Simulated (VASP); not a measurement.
Write the native input for VASP 6.6.1 that does the following.

* Task: single point
* Functional: PBE
* Potentials or basis: VASP PAW PBE potentials, release 64 (Sb, Zr_sv, S)
* Cutoff: 520 eV
* k mesh: 5 × 5 × 2
* Occupations: fermi-dirac, width 0.1 eV
* Spin: no spin polarisation
* Dipole correction: no
* Further INCAR settings: ALGO = Normal; EDIFF = 1e-06; NBANDS = 32

The structure of ZrSbS lies in POSCAR:

```
ZrSbS
1.0
    3.8712160000      0.0000000000      0.0000000000
    0.0000000000      3.8712160000      0.0000000000
    0.0000000000      0.0000000000      8.5788720000
Sb Zr S
2 2 2
Direct
    0.0000000000      0.0000000000      0.0000000000
    0.5000000000      0.5000000000      0.0000000000
    0.0000000000      0.5000000000      0.2770000000
    0.5000000000      0.0000000000      0.7230000000
    0.0000000000      0.5000000000      0.6220000000
    0.5000000000      0.0000000000      0.3780000000
```

One way to write it, as run:

INCAR

```
SYSTEM = ZrSbS
  PREC = Accurate
  ENCUT = 520
  EDIFF = 1E-6
  ISMEAR = -1
  SIGMA = 0.1
  LREAL = .False.
  LASPH = .True.
  NELM = 100
  ALGO = Normal
  ISIF = 2
  LWAVE = .False.
  LCHARG = .False.
  GGA = PE
  NBANDS = 32
```

KPOINTS

```
Automatic mesh
0
Gamma
  5 5 2
  0 0 0
```

Potentials or basis: VASP PAW PBE potentials, release 64 (Sb, Zr_sv, S).

Launch:

```console
$ cat potpaw_PBE.64/Sb/POTCAR potpaw_PBE.64/Zr_sv/POTCAR potpaw_PBE.64/S/POTCAR > POTCAR
$ mpirun -np 1 vasp_std > vasp.out
```

Results of the run:

```json
{"Pressure": "2.5 GPa", "Largest force": "0.678 eV/Å", "Band gap on the k mesh": "zero (bands 23 and 24 overlap by 1.12 eV)"}
```

Caveat: the k points lie up to 0.37 Å⁻¹ apart, too coarse for converged energies and pressures of a metal; spin-orbit coupling is left out, which moves the levels of the heavy elements.

Run time: 3.1 min on 1 thread of Intel Xeon 8259CL, on a shared host, peak memory 0.24 GiB.
